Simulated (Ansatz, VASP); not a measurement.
# NaI: VASP beside Ansatz

```
Na I
1.0
     0.00000    3.51585    2.74237
     3.51585    0.00000    2.74237
     3.51585    3.51585    0.00000
Na I
1 1
Direct
  0.00000 0.00000 0.00000
  0.50000 0.50000 0.50000
```

Alike in both runs: task single point; functional LDA; k mesh 8 × 8 × 8; occupations gaussian, width 0.05 eV; no spin polarisation.

```csv
,VASP,Ansatz
version,VASP 6.6.1,Ansatz 0.2.0
potentials or method,"VASP PAW LDA potentials, release 64 (Na_pv, I), cutoff 520 eV","scalar-relativistic, plane waves, PAW"
valence electrons in the cell,14,26
```

```csv
,VASP,Ansatz,Ansatz less VASP
gap on the k mesh at the Fermi level (eV),3.34,3.33,-0.011
least direct gap on the mesh (eV),3.34,3.33,-0.011
pressure (GPa),1.3,1.2,-0.05
"traceless stress, the component that is largest in VASP (GPa)",6.69,6.62,-0.066
```

LDA's correlation is that of Perdew and Zunger in VASP and of Perdew and Wang (1992) in Ansatz. VASP's potentials hold 14 valence electrons a cell and Ansatz's 26, so a difference there can come from the potentials and not from the codes.

Neither program's run includes spin-orbit coupling.
